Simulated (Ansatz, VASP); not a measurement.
# Ag: VASP beside Ansatz

```
Ag
1.0
    -1.65565    1.65565    1.65565
     1.65565   -1.65565    1.65565
     1.65565    1.65565   -1.65565
Ag
1
Cartesian
  0.0000 0.0000 0.0000
```

Alike in both runs: task relaxation of cell and atoms; functional PBEsol; dispersion D4; k mesh 11 × 11 × 11; occupations fermi-dirac, width 0.05 eV; no spin polarisation.

```csv
,VASP,Ansatz
version,VASP 6.6.1,Ansatz 0.2.0
potentials or method,"VASP PAW PBE potentials, release 64 (Ag), cutoff 600 eV","all-electron LAPW, scalar-relativistic"
```

```csv
,VASP,Ansatz,Ansatz less VASP
relaxed volume (Å³/atom),16.34,16.37,+0.025
relaxed cell length with the largest relative difference (Å),2.769,2.770,+0.0014
```

VASP's potentials were made for PBE, not for PBEsol. Ansatz ran all-electron here, and VASP with PAW potentials.
